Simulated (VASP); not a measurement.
Si, 2 atoms in the cell. Symmetry: Fd-3m, No. 227, cubic system. The conventional cell has a = 5.467 Å, b = 5.467 Å, c = 5.467 Å, α = 90.00°, β = 90.00°, γ = 90.00°. Within 3.1 Å of Si (site symmetry -43m) lie 4 Si at 2.37 Å.  This cell differs from its parent crystal: volume scaled by 1.02.

| Quantity | Value |
| --- | --- |
| Program | VASP 6.6.1 |
| Task | electric field gradients |
| Functional | LDA |
| Potentials or basis | VASP PAW LDA potentials, release 64 (Si) |
| Cutoff | 520 eV |
| k mesh | 11 × 11 × 11 |
| Occupations | fermi-dirac, width 0.08 eV |
| Spin | no spin polarisation |
| Dipole correction | no |
| Further INCAR settings | ALGO = Normal; EDIFF = 1e-08; NBANDS = 11 |

Potentials or basis: VASP PAW LDA potentials, release 64 (Si).

Command:

```console
$ cat potpaw_LDA.64/Si/POTCAR > POTCAR
$ mpirun -np 1 vasp_std > vasp.out
```

Hardware: 1 thread of AMD EPYC 9R14 (Zen 4) (shared host).

Q: How long does it take, and how much memory?

A: It took 14 s on 1 thread of AMD EPYC 9R14 (Zen 4), with other jobs on the host, peak memory 0.12 GiB. Counts: scf iterations 12, k points 56.
